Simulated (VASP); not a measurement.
# P (Pbcm) in VASP: notebook

The runs below take P through single point, with PBE.

All numbers are computed with VASP 6.6.1; they aren't measurements. Logs are shortened: lines on timing, memory, paths and dates and some standing lists are left out, and cuts for length are marked.

### Step 1. The cell of the first run

Symmetry: Pbcm, No. 57, orthorhombic system. The conventional cell has a = 12.035 Å, b = 4.558 Å, c = 3.310 Å, α = 90.00°, β = 90.00°, γ = 90.00°. P (site symmetry m) has 3 P at 2.23 to 2.26 Å within 2.9 Å. P (site symmetry m) has 3 P at 2.23 to 2.26 Å within 2.9 Å.

### Step 2. Single point, PBE (the distance across one plane changed)

Input file INCAR:

```
PREC = Accurate ; ENCUT = 520
EDIFF = 1E-7 ; ISMEAR = 0
SIGMA = 0.03 ; LREAL = False
LASPH = True ; NELM = 100
ALGO = Normal ; ISIF = 2
LWAVE = False ; LCHARG = True
GGA = PE ; LELF = True
LVHAR = True ; NBANDS = 30
```

Input file KPOINTS:

```
Automatic mesh
0
Gamma
  10 7 3
```

Input file POSCAR:

```
P
1.0
   -3.3104324909      0.0000000000      0.0000000000
    0.0000000000      0.0000000000     -4.5577726732
    0.0000000000    -12.0354350009      0.0000000000
P
8
Direct
    0.0000000000      0.0862797555      0.7914716826
    0.5000000000      0.0862797555      0.3226296756
    0.0000000000      0.4137202445      0.3226296756
    0.5000000000      0.4137202445      0.7914716826
    0.0000000000      0.9137202445      0.6150543383
    0.5000000000      0.9137202445      0.1462123314
    0.0000000000      0.5862797555      0.1462123314
    0.5000000000      0.5862797555      0.6150543383
```

Potentials or basis: VASP PAW PBE potentials, release 64 (P).

Launch:

```
> cat potpaw_PBE.64/P/POTCAR > POTCAR
> mpirun -np 1 vasp_std > vasp.out
```

OUTCAR:

```text
PREC = Accurate
   ENCUT = 520
   EDIFF = 1E-7
   ISMEAR = 0
   LREAL = False
   LASPH = True
   NELM = 100
   ISIF = 2
   GGA = PE

 ion  position               nearest neighbor table
   1  0.000  0.086  0.791-   4 2.23   4 2.23   5 2.26
   2  0.500  0.086  0.323-   3 2.23   3 2.23   6 2.26
   3  0.000  0.414  0.323-   2 2.23   2 2.23   7 2.26
   4  0.500  0.414  0.791-   1 2.23   1 2.23   8 2.26
   5  0.000  0.914  0.615-   8 2.23   8 2.23   1 2.26
   6  0.500  0.914  0.146-   7 2.23   7 2.23   2 2.26
   7  0.000  0.586  0.146-   6 2.23   6 2.23   3 2.26
   8  0.500  0.586  0.615-   5 2.23   5 2.23   4 2.26

  LATTYP: Found a simple orthorhombic cell.
 ALAT       =     3.3104324909
 B/A-ratio  =     1.3767907020
 C/A-ratio  =     3.6356080464

  Lattice vectors:

 A1 = (  -3.3104324909,   0.0000000000,   0.0000000000)
 A2 = (   0.0000000000,   0.0000000000,  -4.5577726732)
 A3 = (   0.0000000000, -12.0354350009,   0.0000000000)

Analysis of symmetry for initial positions (statically):
=====================================================================
 Subroutine PRICEL returns:
 Original cell was already a primitive cell.

 Routine SETGRP: Setting up the symmetry group for a
 simple orthorhombic supercell.

 Subroutine GETGRP returns: Found  8 space group operations
 (whereof  2 operations were pure point group operations)
 out of a pool of  8 trial point group operations.

The static configuration has the point symmetry C_1h.
 The point group associated with its full space group is D_2h.

Analysis of symmetry for dynamics (positions and initial velocities):
=====================================================================
 Subroutine PRICEL returns:
 Original cell was already a primitive cell.

 Routine SETGRP: Setting up the symmetry group for a
 simple orthorhombic supercell.

 Subroutine GETGRP returns: Found  8 space group operations
 (whereof  2 operations were pure point group operations)
 out of a pool of  8 trial point group operations.

The dynamic configuration has the point symmetry C_1h.
 The point group associated with its full space group is D_2h.

[... 109 lines left out ...]
   NELM   =    100;   NELMIN=  2; NELMDL= -5     # of ELM steps
   EDIFF  = 0.1E-06   stopping-criterion for ELM
   LREAL  =      F    real-space projection
   EDIFFG = 0.1E-05   stopping-criterion for IOM
   NSW    =      0    number of steps for IOM
   IBRION =     -1    ionic relax: 0-MD 1-quasi-New 2-CG
   NFREE  =      0    steps in history (QN), initial steepest desc. (CG)
   ISIF   =      2    stress and relaxation
   ISYM   =      2    0-nonsym 1-usesym 2-fastsym
   POTIM  = 0.5000    time-step for ionic-motion
   TEBEG  =    0.0;   TEEND  =   0.0 temperature during run
   PSTRESS=    0.0 pullay stress
   NELECT =      40.0000    total number of electrons
   NUPDOWN=      -1.0000    fix difference up-down
   EMIN   =  10.00;   EMAX   =-10.00  energy-range for DOS
   EFERMI =   0.00;   METHOD = LEGACY
   ISMEAR =     0;   SIGMA  =   0.03  broadening in eV -4-tet -1-fermi 0-gaus
   EFERMI_NEDOS =   21; number of points for ismear=-14 and -15
   IALGO  =     38    algorithm
   IMIX   =      4    mixing-type and parameters
     AMIX     =   0.40;   BMIX     =  1.00
     AMIX_MAG =   1.60;   BMIX_MAG =  1.00
  volume/ion in A,a.u.               =      22.70       153.18
  Fermi-wavevector in a.u.,A,eV,Ry     =   0.988694  1.868360 13.299902  0.977515
  Thomas-Fermi vector in A             =   2.120239
   LORBIT       =      0    0 simple, 1 ext, 2 COOP (PROOUT), +10 PAW based schemes
   GGA     = PE    functional components
   LHFCALC =     F    Hartree Fock is set to
   AEXX    =    0.0000 exact exchange contribution
   IVDW    =     0    specifies the selected vdW correction
   LEPSILON=     F    determine dielectric tensor
   LRPA    =     F    only Hartree local field effects (RPA)
 non-spin polarized calculation
 Gauss-broadening in eV      SIGMA  =   0.03
  energy-cutoff  :      520.00
  volume of cell :      181.59
 maximum number of plane-waves:      4930
 NGX is ok and might be reduce to    28
   NGX = 13   NGY = 17   NGZ = 45

 number of electron      39.9999998 magnetization

 Free energy of the ion-electron system (eV)
  ---------------------------------------------------
  ext. energy  EPLUGINS =         0.00000000
  ---------------------------------------------------
  free energy    TOTEN  =       -42.99846181 eV

  energy without entropy =      -42.99846181  energy(sigma->0) =      -42.99846181

 E-fermi :   4.6891     XC(G=0):  -8.8275

 val. band max:        4.5577353155   @ k =   0.0000   0.0000   0.0000
 cond. band min:       4.8362624220   @ k =   0.0000   0.0000   0.0000
 fundamental gap:      0.2785271065
 Fermi energy:         4.6890673264

 k-point     1 :       0.0000    0.0000    0.0000
  band No.  band energies     occupation
      1     -10.7166      2.00000
      2     -10.6545      2.00000
      3      -8.2800      2.00000
      4      -8.1251      2.00000
      5      -4.8383      2.00000
      6      -4.8006      2.00000
[... 781 lines left out ...]
     29       9.4889      0.00000
     30       9.4903      0.00000

 [... further k-points ...]

------------------------ aborting loop because EDIFF is reached ----------------------------------------

  FORCE on cell =-STRESS in cart. coord.  units (eV):
  Direction    XX          YY          ZZ          XY          YZ          ZX
  --------------------------------------------------------------------------------------
  -------------------------------------------------------------------------------------
  Total       -0.3184265     -0.6411602     -0.1838741      0.0000000     -0.0000000     -0.0000000
  in kB       -2.8094456     -5.6568931     -1.6223028      0.0000000     -0.0000000     -0.0000000
  external PRESSURE =      -3.3628805 kB  Pullay stress =       0.0000000 kB

 VOLUME and BASIS-vectors are now :
 -----------------------------------------------------------------------------
  energy-cutoff  :      520.00
  volume of cell :      181.59
      direct lattice vectors                 reciprocal lattice vectors
    -3.310432491  0.000000000  0.000000000    -0.302075334  0.000000000  0.000000000
     0.000000000  0.000000000 -4.557772673     0.000000000  0.000000000 -0.219405414
     0.000000000-12.035435001  0.000000000     0.000000000 -0.083087981  0.000000000

 POSITION                                       TOTAL-FORCE (eV/Angst)
 -----------------------------------------------------------------------------------
      0.00000     -9.52571     -0.39324         0.000000      0.045649     -0.061576
     -1.65522     -3.88299     -0.39324        -0.000000      0.057509     -0.035745
      0.00000     -3.88299     -1.88564         0.000000      0.057509      0.035745
     -1.65522     -9.52571     -1.88564         0.000000      0.045649      0.061576
      0.00000     -7.40245     -4.16453         0.000000     -0.057509      0.035745
     -1.65522     -1.75973     -4.16453         0.000000     -0.045649      0.061576
      0.00000     -1.75973     -2.67213         0.000000     -0.045649     -0.061576
     -1.65522     -7.40245     -2.67213         0.000000     -0.057509     -0.035745
 -----------------------------------------------------------------------------------
    total drift:                                0.000000     -0.000001      0.000000

  FREE ENERGIE OF THE ION-ELECTRON SYSTEM (eV)
  ---------------------------------------------------
  free  energy   TOTEN  =       -42.9984618088 eV

  energy  without entropy=      -42.9984618088  energy(sigma->0) =      -42.99846181
```

OSZICAR:

```text
N       E                     dE             d eps       ncg     rms          rms(c)
DAV:   1     0.159671605461E+03    0.15967E+03   -0.16309E+04  2880   0.112E+03
DAV:   2    -0.301556501271E+02   -0.18983E+03   -0.18269E+03  3636   0.187E+02
DAV:   3    -0.430332794041E+02   -0.12878E+02   -0.12718E+02  3638   0.496E+01
DAV:   4    -0.433197910055E+02   -0.28651E+00   -0.28542E+00  3908   0.833E+00
DAV:   5    -0.433270234439E+02   -0.72324E-02   -0.72296E-02  3860   0.130E+00    0.141E+01
DAV:   6    -0.430940792231E+02    0.23294E+00   -0.14161E-01  3492   0.153E+00    0.838E+00
DAV:   7    -0.429967802883E+02    0.97299E-01   -0.25944E-01  3580   0.211E+00    0.378E-01
DAV:   8    -0.429979479491E+02   -0.11677E-02   -0.24126E-02  3472   0.697E-01    0.213E-01
DAV:   9    -0.429981998312E+02   -0.25188E-03   -0.88792E-04  4140   0.143E-01    0.155E-01
DAV:  10    -0.429984083817E+02   -0.20855E-03   -0.35226E-04  3652   0.812E-02    0.108E-01
DAV:  11    -0.429984558166E+02   -0.47435E-04   -0.92904E-05  3422   0.507E-02    0.150E-02
DAV:  12    -0.429984586968E+02   -0.28802E-05   -0.34016E-06  4280   0.877E-03    0.108E-02
DAV:  13    -0.429984614596E+02   -0.27628E-05   -0.27623E-06  3400   0.849E-03    0.462E-03
DAV:  14    -0.429984618403E+02   -0.38067E-06   -0.49352E-07  3364   0.351E-03    0.300E-03
DAV:  15    -0.429984618088E+02    0.31514E-07   -0.42261E-08  2198   0.114E-03
   1 F= -.42998462E+02 E0= -.42998462E+02  d E =-.385887E-12
```

Run time: 4.1 min. Hardware: 1 thread of Intel Xeon Platinum 8488C (Sapphire Rapids), shared host; peak memory 0.38 GiB.

What came out:

```
Free energy            : -42.9985 eV
Pressure               : -0.3 GPa
Largest force          : 0.077 eV/Å
Band gap on the k mesh : 0.28 eV
```

Forces in eV/Å, atoms in the order of the input:
```
P    0.000  0.046 -0.062
P    0.000  0.058 -0.036
P    0.000  0.058  0.036
P    0.000  0.046  0.062
P    0.000 -0.058  0.036
P    0.000 -0.046  0.062
P    0.000 -0.046 -0.062
P    0.000 -0.058 -0.036
```

Levels at points of the mesh, in eV from the valence-band top:
```
           k point  band 16  band 17  band 18  band 19  band 20  band 21  band 22  band 23  band 24  band 25
(0.00, 0.00, 0.00)    -2.09    -2.01    -1.64    -0.66     0.00     0.28     0.93     1.25     1.37     2.32
(0.50, 0.00, 0.00)    -3.01    -2.47    -2.47    -2.11    -2.11     0.84     0.84     1.01     1.01     1.72
```

Caveat: the cell differs from its parent crystal (the distance across one plane changed); semilocal functionals underestimate gaps, and a narrow one can read as zero; this functional lacks dispersion, which binds layers or chains, so the pressure and a relaxed spacing across them are unreliable.

### Step 3. Single point, PBE (the distance across one plane changed)

Input file INCAR:

```
SYSTEM = P
PREC = Accurate
ENCUT = 520
EDIFF = 1E-6
ISMEAR = 0
SIGMA = 0.03
LREAL = .FALSE.
LASPH = .TRUE.
NELM = 60
ALGO = Normal
ISIF = 2
LWAVE = .FALSE.
LCHARG = .TRUE.
GGA = PE
LELF = .TRUE.
LVHAR = .TRUE.
NBANDS = 30
```

Input file KPOINTS:

```
Automatic mesh
0
G
  10 7 3
  0 0 0
```

Input file POSCAR:

```
P
1.0
   -3.3104324909      0.0000000000      0.0000000000
    0.0000000000      0.0000000000     -4.5577726732
    0.0000000000    -12.2854350009      0.0000000000
P
8
Direct
    0.0000000000      0.0862797555      0.7753657880
    0.5000000000      0.0862797555      0.3160643876
    0.0000000000      0.4137202445      0.3160643876
    0.5000000000      0.4137202445      0.7753657880
    0.0000000000      0.9137202445      0.6025384132
    0.5000000000      0.9137202445      0.1432370128
    0.0000000000      0.5862797555      0.1432370128
    0.5000000000      0.5862797555      0.6025384132
```

Potentials or basis: VASP PAW PBE potentials, release 64 (P).

Launch:

```
> cat potpaw_PBE.64/P/POTCAR > POTCAR
> mpirun -np 1 vasp_std > vasp.out
```

OUTCAR:

```text
SYSTEM = P
   PREC = Accurate
   ENCUT = 520
   EDIFF = 1E-6
   ISMEAR = 0
   LREAL = .FALSE.
   LASPH = .TRUE.
   NELM = 60
   ISIF = 2
   GGA = PE

 ion  position               nearest neighbor table
   1  0.000  0.086  0.775-   4 2.23   4 2.23   5 2.26
   2  0.500  0.086  0.316-   3 2.23   3 2.23   6 2.26
   3  0.000  0.414  0.316-   2 2.23   2 2.23   7 2.26
   4  0.500  0.414  0.775-   1 2.23   1 2.23   8 2.26
   5  0.000  0.914  0.603-   8 2.23   8 2.23   1 2.26
[... 1011 lines left out ...]
  Total       -0.3206389     -0.6368959     -0.1705423      0.0000000     -0.0000000     -0.0000000
  in kB       -2.7713979     -5.5049207     -1.4740586      0.0000000     -0.0000000     -0.0000000
  external PRESSURE =      -3.2501258 kB  Pullay stress =       0.0000000 kB

 VOLUME and BASIS-vectors are now :
 -----------------------------------------------------------------------------
  energy-cutoff  :      520.00
  volume of cell :      185.37
      direct lattice vectors                 reciprocal lattice vectors
    -3.310432491  0.000000000  0.000000000    -0.302075334  0.000000000  0.000000000
     0.000000000  0.000000000 -4.557772673     0.000000000  0.000000000 -0.219405414
     0.000000000-12.285435001  0.000000000     0.000000000 -0.081397199  0.000000000

 POSITION                                       TOTAL-FORCE (eV/Angst)
 -----------------------------------------------------------------------------------
      0.00000     -9.52571     -0.39324         0.000000      0.050493     -0.064108
     -1.65522     -3.88299     -0.39324        -0.000000      0.059077     -0.035804
      0.00000     -3.88299     -1.88564        -0.000000      0.059077      0.035804
     -1.65522     -9.52571     -1.88564         0.000000      0.050493      0.064108
      0.00000     -7.40245     -4.16453        -0.000000     -0.059077      0.035804
     -1.65522     -1.75973     -4.16453         0.000000     -0.050493      0.064108
      0.00000     -1.75973     -2.67213         0.000000     -0.050493     -0.064108
     -1.65522     -7.40245     -2.67213         0.000000     -0.059077     -0.035804
 -----------------------------------------------------------------------------------
    total drift:                                0.000000     -0.000003     -0.000000

  FREE ENERGIE OF THE ION-ELECTRON SYSTEM (eV)
  ---------------------------------------------------
  free  energy   TOTEN  =       -42.9928005066 eV

  energy  without entropy=      -42.9928005066  energy(sigma->0) =      -42.99280051
```

OSZICAR:

```text
N       E                     dE             d eps       ncg     rms          rms(c)
DAV:   1     0.161970745991E+03    0.16197E+03   -0.16265E+04  2880   0.112E+03
DAV:   2    -0.296153798856E+02   -0.19159E+03   -0.18442E+03  3608   0.186E+02
DAV:   3    -0.429971838937E+02   -0.13382E+02   -0.13205E+02  3634   0.504E+01
DAV:   4    -0.433183784374E+02   -0.32119E+00   -0.31995E+00  3932   0.872E+00
DAV:   5    -0.433259234853E+02   -0.75450E-02   -0.75411E-02  3840   0.133E+00    0.141E+01
DAV:   6    -0.430904042562E+02    0.23552E+00   -0.14341E-01  3540   0.154E+00    0.839E+00
DAV:   7    -0.429908865890E+02    0.99518E-01   -0.26310E-01  3622   0.212E+00    0.381E-01
DAV:   8    -0.429922422323E+02   -0.13556E-02   -0.24027E-02  3448   0.698E-01    0.212E-01
DAV:   9    -0.429925063043E+02   -0.26407E-03   -0.91074E-04  4266   0.144E-01    0.160E-01
DAV:  10    -0.429927398506E+02   -0.23355E-03   -0.34231E-04  3560   0.822E-02    0.115E-01
DAV:  11    -0.429927927895E+02   -0.52939E-04   -0.10393E-04  3430   0.534E-02    0.156E-02
DAV:  12    -0.429927966393E+02   -0.38498E-05   -0.41197E-06  3582   0.100E-02    0.911E-03
DAV:  13    -0.429928000845E+02   -0.34453E-05   -0.34254E-06  2958   0.106E-02    0.514E-03
DAV:  14    -0.429928005066E+02   -0.42208E-06   -0.57060E-07  2318   0.450E-03
   1 F= -.42992801E+02 E0= -.42992801E+02  d E =-.132116E-11
```

stdout:

```text
POSCAR found type information on POSCAR P
 POSCAR found :  1 types and       8 ions
 scaLAPACK will be used
 LDA part: xc-table for (Slater+PW92), standard interpolation
 POSCAR, INCAR and KPOINTS ok, starting setup
 FFT: planning ... GRIDC
 FFT: planning ... GRID_SOFT
 FFT: planning ... GRID
 WAVECAR not read
 entering main loop
```

It took 3.6 min on 1 thread of Intel Xeon Platinum 8488C (Sapphire Rapids), shared host; peak memory 0.39 GiB.

Results:

```yaml
Free_energy: -42.9928 eV
Pressure: -0.3 GPa
Largest_force: 0.082 eV/Å
Band_gap_on_the_k_mesh: 0.32 eV
```

Forces on the atoms (eV/Å):
```
P    0.000  0.050 -0.064
P    0.000  0.059 -0.036
P    0.000  0.059  0.036
P    0.000  0.050  0.064
P    0.000 -0.059  0.036
P    0.000 -0.050  0.064
P    0.000 -0.050 -0.064
P    0.000 -0.059 -0.036
```

Stress tensor (GPa, compression positive):
```
-0.28  0.00  0.00
 0.00 -0.55  0.00
 0.00  0.00 -0.15
```

Caveat: the cell differs from its parent crystal (the distance across one plane changed); semilocal functionals underestimate gaps, and a narrow one can read as zero; this functional lacks dispersion, which binds layers or chains, so the pressure and a relaxed spacing across them are unreliable. A k mesh can miss the band edges.

### Step 4. Single point, PBE (the distance across one plane changed)

Input file INCAR:

```
  PREC = Accurate
  ENCUT = 520
  EDIFF = 1E-7
  ISMEAR = 0
  SIGMA = 0.03
  LREAL = F
  LASPH = T
  NELM = 80
  ALGO = Normal
  ISIF = 2
  LWAVE = F
  LCHARG = F
  GGA = PE
  NBANDS = 30
```

Input file KPOINTS:

```
regular mesh
0
Gamma
  10 7 3
```

Input file POSCAR:

```
P
1.0
   -3.3104324909      0.0000000000      0.0000000000
    0.0000000000      0.0000000000     -4.5577726732
    0.0000000000    -12.7854350009      0.0000000000
P
8
Direct
    0.0000000000      0.0862797555      0.7450435585
    0.5000000000      0.0862797555      0.3037040578
    0.0000000000      0.4137202445      0.3037040578
    0.5000000000      0.4137202445      0.7450435585
    0.0000000000      0.9137202445      0.5789749438
    0.5000000000      0.9137202445      0.1376354430
    0.0000000000      0.5862797555      0.1376354430
    0.5000000000      0.5862797555      0.5789749438
```

Launch:

```
> cat potpaw_PBE.64/P/POTCAR > POTCAR
> mpirun -np 1 vasp_std > vasp.out
```

Run time: 4.9 min. Hardware: 1 thread of Intel Xeon Platinum 8488C (Sapphire Rapids), shared host; peak memory 0.39 GiB.

Results (log left out):

```yaml
Free_energy: -42.9852 eV
Pressure: -0.3 GPa
Largest_force: 0.087 eV/Å
Band_gap_on_the_k_mesh: 0.38 eV
```

Forces in eV/Å, atoms in the order of the input:
```
P    0.000  0.056 -0.066
P    0.000  0.060 -0.036
P    0.000  0.060  0.036
P    0.000  0.056  0.066
P    0.000 -0.060  0.036
P    0.000 -0.056  0.066
P    0.000 -0.056 -0.066
P    0.000 -0.060 -0.036
```

Stress tensor (GPa, compression positive):
```
-0.27  0.00  0.00
 0.00 -0.52  0.00
 0.00  0.00 -0.13
```

Levels at points of the mesh, in eV from the valence-band top:
```
           k point  band 18  band 19  band 20  band 21  band 22  band 23
(0.00, 0.00, 0.00)    -1.67    -0.54     0.00     0.38     0.96     1.32
(0.50, 0.00, 0.00)    -2.38    -2.09    -2.09     0.92     0.92     1.06
```

Caveat: the cell differs from its parent crystal (the distance across one plane changed); semilocal functionals underestimate gaps, and a narrow one can read as zero; this functional lacks dispersion, which binds layers or chains, so the pressure and a relaxed spacing across them are unreliable.

### Step 5. Overview

| cell | gap on the mesh (eV) | pressure (GPa) | largest force (eV/Å) |
| --- | --- | --- | --- |
| a = 3.310, b = 4.558, c = 12.035 Å, 8 atoms | 0.28 | -0.3 | 0.08 |
| a = 3.310, b = 4.558, c = 12.285 Å, 8 atoms | 0.32 | -0.3 | 0.08 |
| a = 3.310, b = 4.558, c = 12.785 Å, 8 atoms | 0.38 | -0.3 | 0.09 |

Alike in all rows: task single point; level PBE; potentials or basis VASP PAW PBE potentials, release 64 (P); no spin polarisation; k mesh 10 × 7 × 3; cutoff (eV) 520; smearing gaussian 0.03 eV.

Caveats: semilocal functionals underestimate gaps, and a narrow one can read as zero; this functional lacks dispersion, which binds layers or chains, so the pressure and a relaxed spacing across them are unreliable.

Total energies depend on the potentials used, so only differences within one code and one set of settings carry meaning.
